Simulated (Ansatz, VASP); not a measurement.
**One calculation of CdGe3, two programs**

File INCAR:

```
PREC = Accurate ; ENCUT = 520
EDIFF = 1E-7 ; ISMEAR = -1
SIGMA = 0.05 ; LREAL = F
LASPH = T ; NELM = 100
ALGO = Normal ; ISIF = 2
LWAVE = F ; LCHARG = F
GGA = PE ; NBANDS = 35
```

The input KPOINTS:

```
Automatic mesh
0
Gamma
  9 9 9
```

The input POSCAR:

```
CdGe3
1.0
   -2.0714954790      2.0714954790      4.5616660609
    2.0714954790     -2.0714954790      4.5616660609
    2.0714954790      2.0714954790     -4.5616660609
Cd Ge
1 3
Direct
    0.0000000000      0.0000000000      0.0000000000
    0.5000000000      0.5000000000      0.0000000000
    0.2500000000      0.7500000000      0.5000000000
    0.7500000000      0.2500000000      0.5000000000
```

The input input.yaml:

```yaml
crystal:
  lattice:
    - [-2.071495479, 2.071495479, 4.5616660609]
    - [2.071495479, -2.071495479, 4.5616660609]
    - [2.071495479, 2.071495479, -4.5616660609]
  atoms:
    - { symbol: Cd, position: [0.0, 0.0, 0.0] }
    - { symbol: Ge, position: [0.5, 0.5, 0.0] }
    - { symbol: Ge, position: [0.25, 0.75, 0.5] }
    - { symbol: Ge, position: [0.75, 0.25, 0.5] }
hamiltonian:
  xc: pbe
  pseudopotentials: { kind: paw }
kpoints:
  mp_grid: { grid: [9, 9, 9] }
scf:
  occupations: { method: fermi_dirac, width: 0.05 }
output:
  forces: true
  stress: true
  eigenvalues: true
```

Alike in both runs: task single point; functional PBE; k mesh 9 × 9 × 9; occupations fermi-dirac, width 0.05 eV; no spin polarisation.

|  | VASP | Ansatz |
| --- | --- | --- |
| version | VASP 6.6.1 | Ansatz 0.2.0 |
| potentials or method | VASP PAW PBE potentials, release 64 (Cd, Ge_d) | Ansatz PAW |
| plane-wave cutoff (eV) | 520 | 420 |
| valence electrons in the cell | 54 | 62 |

Ansatz gave:

- gap on the k mesh at the Fermi level (eV): none
- pressure (GPa): 3.4
- traceless stress, the component that is largest in VASP (GPa): 0.81

Which values does VASP return?

gap on the k mesh at the Fermi level (eV): none; pressure (GPa): 3.6; traceless stress, the component that is largest in VASP (GPa): 0.80.

A gap of «none» marks a metal or a gap that the smearing closes. VASP's potentials hold 54 valence electrons a cell and Ansatz's 62, so a difference there can come from the potentials and not from the codes.
